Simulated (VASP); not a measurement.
Input of a VASP 6.6.1 run:

The input INCAR:

```
ALGO = Normal
EDIFF = 1E-6
EDIFFG = -0.01
ENCUT = 600
GGA = PE
IBRION = 2
ISIF = 3
ISMEAR = 0
LASPH = True
LCHARG = False
LREAL = False
LWAVE = False
NELM = 100
NSW = 100
PREC = Accurate
SIGMA = 0.1
```

KPOINTS

```
k-points
0
Gamma
  16 16 8
```

The input POSCAR:

```
TiSi2
1.0
    2.7635373681      0.0000000000      0.0000000000
    0.0000000000      2.7728666302      0.0000000000
    0.0000000000      0.0000000000      5.9820243109
Ti Si
1 2
Direct
    0.5000000000      0.0000000000      0.5000000000
    0.0000000000      0.5000000000      0.8029968117
    0.0000000000      0.5000000000      0.1970031883
```

Potentials or basis: VASP PAW PBE potentials, release 64 (Ti_sv, Si).

Run with:

```console
$ cat potpaw_PBE.64/Ti_sv/POTCAR potpaw_PBE.64/Si/POTCAR > POTCAR
$ mpirun -np 1 vasp_std > vasp.out
```

Problem. Estimate the relaxed cell.

Solution. a = 2.765 Å, b = 2.763 Å, c = 5.989 Å, α = 90.00°, β = 90.00°, γ = 90.00°.

Problem. Estimate the relaxed volume.

Solution. 15.25 Å³/atom.

The path:
```tsv
step	energy change (eV)	largest force (eV/Å)	pressure (GPa)	volume (Å³)
1	0.0000	0.0450	-0.17	45.84
2	-0.0004	0.0090	0.08	45.73
3	-0.0004	0.0044	0.10	45.72
4	-0.0004	0.0011	-0.06	45.77
5	-0.0004	0.0020	-0.03	45.75
```
